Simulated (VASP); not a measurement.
# MgS in VASP: further runs, part 2 of 2

VASP 6.6.1. The steps go on from the part before.

## 5. Single point, PBEsol (atom 1 moved by [0.01, 0.01, 0.01] A)

INCAR reads:

```
SYSTEM = MgS
PREC     = Accurate       ! precision mode
ENCUT    = 520            ! plane-wave cutoff, eV
EDIFF    = 1E-6           ! SCF threshold, eV
ISMEAR   = 0              ! smearing method
SIGMA    = 0.01           ! smearing width, eV
LREAL    = .False.        ! projectors in reciprocal space
LASPH    = .True.         ! aspherical terms in the spheres
NELM     = 60             ! most SCF steps
ALGO     = Normal         ! electronic algorithm
ISIF     = 2              ! what is computed and relaxed
LWAVE    = .False.        ! write WAVECAR
LCHARG   = .False.        ! write CHGCAR
GGA      = PS             ! functional
NBANDS   = 11             ! bands
```

KPOINTS reads:

```
regular mesh
0
Gamma
  8 8 8
  0 0 0
```

POSCAR reads:

```
MgS
1.0
    0.0000000000      2.5909610182      2.5909610182
    2.5909610182      0.0000000000      2.5909610182
    2.5909610182      2.5909610182      0.0000000000
Mg S
1 1
Direct
    0.0019297859      0.0019297859      0.0019297859
    0.5000000000      0.5000000000      0.5000000000
```

Potentials or basis: VASP PAW PBE potentials, release 64 (Mg, S).

Command:

```
$ cat potpaw_PBE.64/Mg/POTCAR potpaw_PBE.64/S/POTCAR > POTCAR
$ mpirun -np 1 vasp_std > vasp.out
```

OUTCAR:

```text
SYSTEM = MgS
   PREC = Accurate
   ENCUT = 520
   EDIFF = 1E-6
   ISMEAR = 0
   LREAL = .False.
   LASPH = .True.
   NELM = 60
   ISIF = 2
   GGA = PS

 ion  position               nearest neighbor table
   1  0.002  0.002  0.002-   2 2.58   2 2.58   2 2.58   2 2.60   2 2.60   2 2.60
   2  0.500  0.500  0.500-   1 2.58   1 2.58   1 2.58   1 2.60   1 2.60   1 2.60

  LATTYP: Found a face centered cubic cell.
 ALAT       =     5.1819220364

  Lattice vectors:

 A1 = (   0.0000000000,   2.5909610182,   2.5909610182)
 A2 = (   2.5909610182,   0.0000000000,   2.5909610182)
 A3 = (   2.5909610182,   2.5909610182,   0.0000000000)

Analysis of symmetry for initial positions (statically):
=====================================================================
 Subroutine PRICEL returns:
 Original cell was already a primitive cell.

 Routine SETGRP: Setting up the symmetry group for a
 face centered cubic supercell.

 Subroutine GETGRP returns: Found  6 space group operations
 (whereof  6 operations were pure point group operations)
 out of a pool of 48 trial point group operations.

The static configuration has the point symmetry C_3v.

Analysis of symmetry for dynamics (positions and initial velocities):
[... 163 lines left out ...]
 fundamental gap:      2.7294023960
 Fermi energy:         3.8584760235

 k-point     1 :       0.0000    0.0000    0.0000
  band No.  band energies     occupation
      1      -8.9682      2.00000
      2       3.7862      2.00000
      3       3.7862      2.00000
      4       3.7867      2.00000
      5       7.4765      0.00000
      6      11.6324      0.00000
      7      11.6324      0.00000
      8      11.6329      0.00000
      9      14.1120      0.00000
     10      14.1120      0.00000
     11      16.1109      0.00000
[... 309 lines left out ...]
 k-point    24 :       0.1250    0.1250    0.3750
  band No.  band energies     occupation
      1      -8.1054      2.00000
      2       0.3842      2.00000
      3       2.5346      2.00000
      4       3.4401      2.00000
      5       9.3728      0.00000
      6      10.8909      0.00000
      7      11.3926      0.00000
      8      11.8920      0.00000
      9      13.6232      0.00000
     10      16.5371      0.00000
     11      16.7574      0.00000

 [... further k-points ...]
[... 5 lines left out ...]
  --------------------------------------------------------------------------------------
  -------------------------------------------------------------------------------------
  Total       -0.0435876     -0.0435876     -0.0435876     -0.0003632     -0.0003632     -0.0003632
  in kB       -2.0075262     -2.0075262     -2.0075262     -0.0167269     -0.0167269     -0.0167269
  external PRESSURE =      -2.0075262 kB  Pullay stress =       0.0000000 kB

 VOLUME and BASIS-vectors are now :
 -----------------------------------------------------------------------------
  energy-cutoff  :      520.00
  volume of cell :       34.79
      direct lattice vectors                 reciprocal lattice vectors
     0.000000000  2.590961018  2.590961018    -0.192978588  0.192978588  0.192978588
     2.590961018  0.000000000  2.590961018     0.192978588 -0.192978588  0.192978588
     2.590961018  2.590961018  0.000000000     0.192978588  0.192978588 -0.192978588

 POSITION                                       TOTAL-FORCE (eV/Angst)
 -----------------------------------------------------------------------------------
      0.01000      0.01000      0.01000        -0.029983     -0.029983     -0.029983
      2.59096      2.59096      2.59096         0.029983      0.029983      0.029983
 -----------------------------------------------------------------------------------
    total drift:                               -0.000010     -0.000010     -0.000010

  FREE ENERGIE OF THE ION-ELECTRON SYSTEM (eV)
  ---------------------------------------------------
  free  energy   TOTEN  =        -9.0746089993 eV

  energy  without entropy=       -9.0746089993  energy(sigma->0) =       -9.07460900
```

OSZICAR:

```text
N       E                     dE             d eps       ncg     rms          rms(c)
DAV:   1     0.219988069549E+02    0.21999E+02   -0.35316E+03  1438   0.590E+02
DAV:   2    -0.795959123168E+01   -0.29958E+02   -0.28393E+02  1849   0.101E+02
DAV:   3    -0.943223314967E+01   -0.14726E+01   -0.14693E+01  1773   0.235E+01
DAV:   4    -0.944129606392E+01   -0.90629E-02   -0.90622E-02  1663   0.223E+00
DAV:   5    -0.944137371186E+01   -0.77648E-04   -0.77647E-04  1829   0.207E-01    0.416E+00
DAV:   6    -0.911817449299E+01    0.32320E+00   -0.67862E-01  1634   0.321E+00    0.314E+00
DAV:   7    -0.907740858980E+01    0.40766E-01   -0.18462E-01  1694   0.182E+00    0.194E+00
DAV:   8    -0.907483082417E+01    0.25778E-02   -0.10294E-02  1568   0.581E-01    0.740E-01
DAV:   9    -0.907461739595E+01    0.21343E-03   -0.50743E-04  1650   0.125E-01    0.313E-01
DAV:  10    -0.907460995686E+01    0.74391E-05   -0.16635E-04  1649   0.570E-02    0.268E-02
DAV:  11    -0.907460899935E+01    0.95751E-06   -0.35852E-06  1652   0.100E-02
   1 F= -.90746090E+01 E0= -.90746090E+01  d E =-.957368E-27
```

stdout:

```text
POSCAR found type information on POSCAR MgS
 POSCAR found :  2 types and       2 ions
 scaLAPACK will be used
 -----------------------------------------------------------------------------
|                                                                             |
|                                                                             |
|     You enforced a specific xc type in the INCAR file but a different       |
|     I HOPE YOU KNOW WHAT YOU ARE DOING!                                     |
|                                                                             |
 -----------------------------------------------------------------------------

 LDA part: xc-table for (Slater+PW92), standard interpolation
 POSCAR, INCAR and KPOINTS ok, starting setup
 FFT: planning ... GRIDC
 FFT: planning ... GRID_SOFT
 FFT: planning ... GRID
 WAVECAR not read
 entering main loop
```

Run time: 14 s. Hardware: 1 thread of Intel Xeon Platinum 8559C (Emerald Rapids), shared host; peak memory 0.17 GiB.

What came out:

```
Free energy            : -9.0746 eV
Pressure               : -0.2 GPa
Largest force          : 0.052 eV/Å
Band gap on the k mesh : 2.73 eV, indirect (least direct gap 3.69 eV)
```

Forces in eV/Å, atoms in the order of the input:
```
Mg  -0.030 -0.030 -0.030
S    0.030  0.030  0.030
```

Caveat: the cell differs from its parent crystal (atom 1 moved by [0.01, 0.01, 0.01] A); the PAW data sets were made with another functional, which shifts forces and pressure a little. A k mesh can miss the band edges.

## 6. Single point, PBEsol

INCAR reads:

```
  PREC = Accurate
  ENCUT = 520
  EDIFF = 1E-6
  ISMEAR = -1
  SIGMA = 0.05
  LREAL = False
  LASPH = True
  NELM = 100
  ALGO = Normal
  ISIF = 2
  LWAVE = False
  LCHARG = False
  GGA = PS
  NBANDS = 11
```

KPOINTS reads:

```
regular mesh
0
Gamma
  12 12 12
```

POSCAR, as its differences from that of step 5:

```diff
@@ -8,3 +8,3 @@
 Direct
-    0.0019297859      0.0019297859      0.0019297859
+    0.0000000000      0.0000000000      0.0000000000
     0.5000000000      0.5000000000      0.5000000000
```

Potentials or basis: VASP PAW PBE potentials, release 64 (Mg, S).

Command:

```
$ cat potpaw_PBE.64/Mg/POTCAR potpaw_PBE.64/S/POTCAR > POTCAR
$ mpirun -np 1 vasp_std > vasp.out
```

It took 13 s on 1 thread of Intel Xeon Platinum 8559C (Emerald Rapids), shared host; peak memory 0.17 GiB.

It converged, with:

- Free energy: -9.0753 eV
- Pressure: -0.2 GPa
- Band gap on the k mesh: 2.73 eV, indirect (least direct gap 3.69 eV)

Levels at points of the mesh, in eV from the valence-band top:
```csv
k point,band 2,band 3,band 4,band 5,band 6,band 7
"(0.00, 0.00, 0.00)",0.00,0.00,0.00,3.69,7.85,7.85
"(0.50, 0.00, 0.00)",-4.96,-0.61,-0.61,4.42,6.84,6.84
"(0.50, 0.50, 0.00)",-4.33,-1.74,-1.74,2.73,4.21,11.99
```

Caveat: the PAW data sets were made with another functional, which shifts forces and pressure a little. As with any semilocal functional, this PBEsol gap is likely too small.

## 7. Relaxation of cell and atoms, PBEsol

This run uses another cell than the first one, of 17.61 Å³/atom, 1.012 times its volume.

INCAR reads:

```
SYSTEM = MgS
PREC = Accurate ; ENCUT = 600
EDIFF = 1E-6 ; ISMEAR = -1
SIGMA = 0.05 ; LREAL = .False.
LASPH = .True. ; NELM = 100
ALGO = Normal ; ISIF = 3
LWAVE = .False. ; LCHARG = .False.
GGA = PS ; IBRION = 2
NSW = 100 ; EDIFFG = -0.002
```

KPOINTS reads:

```
Automatic mesh
0
Gamma
  12 12 12
  0 0 0
```

POSCAR reads:

```
MgS
1.0
    0.0000000000      2.6016500000      2.6016500000
    2.6016500000      0.0000000000      2.6016500000
    2.6016500000      2.6016500000      0.0000000000
Mg S
1 1
Direct
    0.0000000000      0.0000000000      0.0000000000
    0.5000000000      0.5000000000      0.5000000000
```

Command:

```
$ cat potpaw_PBE.64/Mg/POTCAR potpaw_PBE.64/S/POTCAR > POTCAR
$ mpirun -np 1 vasp_std > vasp.out
```

It took 27 s on 1 thread of Intel Xeon Platinum 8559C (Emerald Rapids), shared host; peak memory 0.19 GiB.

It converged, with:

* Free energy: -9.0758 eV
* Relaxed volume: 17.36 Å³/atom
* Relaxed cell: a = 3.662 Å, b = 3.662 Å, c = 3.662 Å, α = 60.00°, β = 60.00°, γ = 60.00°
* Space group after relaxing (to 0.05 Å): Fm-3m (No. 225)
* Energy gained by relaxing: 0.9 meV/atom
* Ionic steps: 3
* Pressure after relaxing: 0.0 GPa
* Band gap on the k mesh: 2.73 eV, indirect (least direct gap 3.71 eV)

The path:
| step | energy change (eV) | largest force (eV/Å) | pressure (GPa) | volume (Å³) |
| --- | --- | --- | --- | --- |
| 1 | 0.0000 | 0.0000 | -1.12 | 35.22 |
| 2 | -0.0017 | 0.0000 | 0.27 | 34.60 |
| 3 | -0.0018 | 0.0000 | 0.00 | 34.71 |

Final structure:
```
Mg S
1.0
     0.00000    2.58910    2.58910
     2.58910    0.00000    2.58910
     2.58910    2.58910    0.00000
Mg S
1 1
Cartesian
  0.0000 0.0000 0.0000
  2.5891 2.5891 2.5891
```

Levels at points of the mesh, in eV from the valence-band top:
| k point | band 1 | band 2 | band 3 | band 4 | band 5 | band 6 | band 7 | band 8 |
| --- | --- | --- | --- | --- | --- | --- | --- | --- |
| (0.00, 0.00, 0.00) | -12.77 | 0.00 | 0.00 | 0.00 | 3.71 | 7.84 | 7.84 | 7.84 |
| (0.50, 0.00, 0.00) | -11.40 | -4.97 | -0.62 | -0.62 | 4.42 | 6.84 | 6.84 | 10.22 |
| (0.50, 0.50, 0.00) | -11.01 | -4.34 | -1.74 | -1.74 | 2.73 | 4.20 | 12.01 | 12.86 |

Caveat: the PAW data sets were made with another functional, which shifts forces and pressure a little. Expect the measured gap to be larger: semilocal functionals such as PBEsol lack the derivative discontinuity.

## 8. Overview

| task | cell | k mesh | cutoff (eV) | smearing | gap on the mesh (eV) | pressure (GPa) |
| --- | --- | --- | --- | --- | --- | --- |
| single point | a = 3.664 Å, angles 60.0°, 2 atoms | 8 × 8 × 8 | 520 | gaussian 0.01 eV | 2.73 | -0.2 |
| single point | a = 3.655 Å, angles 60.3°, 2 atoms | 8 × 8 × 8 | 520 | gaussian 0.01 eV | 2.68 | -0.2 |
| single point | a = 3.673 Å, angles 59.7°, 2 atoms | 8 × 8 × 8 | 520 | gaussian 0.01 eV | 2.71 | -0.2 |
| single point | a = 3.664 Å, angles 60.0°, 2 atoms | 12 × 12 × 12 | 520 | fermi-dirac 0.05 eV | 2.73 | -0.2 |
| relaxation of cell and atoms | relaxed from a = 3.679 Å, angles 60.0°, 2 atoms | 12 × 12 × 12 | 600 | fermi-dirac 0.05 eV | 2.73 | 0.0 |

Some of these runs hold the atoms at other places in the same cell, which the table doesn't show; runs alike in all that it shows share one row.

Alike in all rows: level PBEsol; potentials or basis VASP PAW PBE potentials, release 64 (Mg, S); no spin polarisation.

Caveats: the PAW data sets were made with another functional, which shifts forces and pressure a little.

Total energies depend on the potentials used, so only differences within one code and one set of settings carry meaning.
